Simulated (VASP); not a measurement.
Write the native input for VASP 6.6.1 that does the following.

| Property | Result |
| --- | --- |
| Task | single point |
| Functional | PBE |
| Potentials or basis | VASP PAW PBE potentials, release 64 (Sr_sv, Re) |
| Cutoff | 520 eV |
| k mesh | 10 × 10 × 10 |
| Occupations | gaussian, width 0.05 eV |
| Spin | no spin polarisation |
| Dipole correction | no |
| Further INCAR settings | ALGO = Fast; EDIFF = 1e-06; NBANDS = 16 |

The structure of SrRe lies in POSCAR:

```
SrRe
1.0
    3.5700675859      0.0000000000      0.0000000000
    0.0000000000      3.5700675859      0.0000000000
    0.0000000000      0.0000000000      3.5700675859
Sr Re
1 1
Direct
    0.0000000000      0.0000000000      0.0000000000
    0.5000000000      0.5000000000      0.5000000000
```

This cell differs from its parent crystal: volume scaled by 0.945.

The input as run:

INCAR

```
SYSTEM = SrRe
PREC = Accurate
ENCUT = 520
EDIFF = 1E-6
ISMEAR = 0
SIGMA = 0.05
LREAL = .False.
LASPH = .True.
NELM = 60
ALGO = Fast
ISIF = 2
LWAVE = .False.
LCHARG = .True.
GGA = PE
LELF = .True.
LVHAR = .True.
NBANDS = 16
```

KPOINTS

```
Automatic mesh
0
Gamma
  10 10 10
  0 0 0
```

Potentials or basis: VASP PAW PBE potentials, release 64 (Sr_sv, Re).

Launch:

```console
$ cat potpaw_PBE.64/Sr_sv/POTCAR potpaw_PBE.64/Re/POTCAR > POTCAR
$ mpirun -np 1 vasp_std > vasp.out
```

It gave:

| Item | Value |
| --- | --- |
| Pressure | 4.1 GPa |

It took 41 s on 1 thread of Intel(R) Xeon(R) 6975P-C (Granite Rapids), on a shared host, peak memory 0.18 GiB.
